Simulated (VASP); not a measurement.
**Ru: single point with PBEsol**

Ru:

```xyz
2
Lattice="2.8780 0.0000 0.0000 -1.4390 2.4924 0.0000 0.0000 0.0000 4.1503" Properties=species:S:1:pos:R:3 pbc="T T T"
Ru    0.0000    1.6616    1.0376
Ru    1.4390    0.8308    3.1127
```

| Property | Result |
| --- | --- |
| Program | VASP 6.6.1 |
| Task | single point |
| Functional | PBEsol |
| Potentials or basis | VASP PAW PBE potentials, release 64 (Ru_pv) |
| Cutoff | 520 eV |
| k mesh | 18 × 18 × 10 |
| Occupations | gaussian, width 0.15 eV |
| Spin | no spin polarisation |

```
Pressure               : -26.3 GPa
Band gap on the k mesh : zero (band 14 reaches 12.22 eV, above the bottom of band 15 at 9.67 eV)
```

Stress tensor (GPa, compression positive):
```
-34.93   0.00   0.00
  0.00 -34.93   0.00
  0.00   0.00  -9.06
```

Levels at points of the mesh, in eV from the Fermi level:
| k point | band 12 | band 13 | band 14 | band 15 | band 16 | band 17 |
| --- | --- | --- | --- | --- | --- | --- |
| (0.00, 0.00, 0.00) | -1.86 | -1.61 | -1.61 | -1.38 | 1.02 | 1.02 |
| (0.50, 0.00, 0.00) | -1.41 | -0.91 | 0.69 | 1.26 | 1.97 | 3.28 |
| (0.00, 0.00, 0.50) | -2.79 | -2.03 | -2.03 | 0.57 | 0.57 | 0.57 |
| (0.50, 0.00, 0.50) | -1.27 | 0.28 | 0.28 | 1.08 | 1.08 | 2.90 |

Wall time 41 s on 1 thread of Intel(R) Xeon(R) 6975P-C (Granite Rapids), with other jobs on the host, peak memory 0.23 GiB.

Caveat: the PAW data sets were made with another functional, which shifts forces and pressure a little.
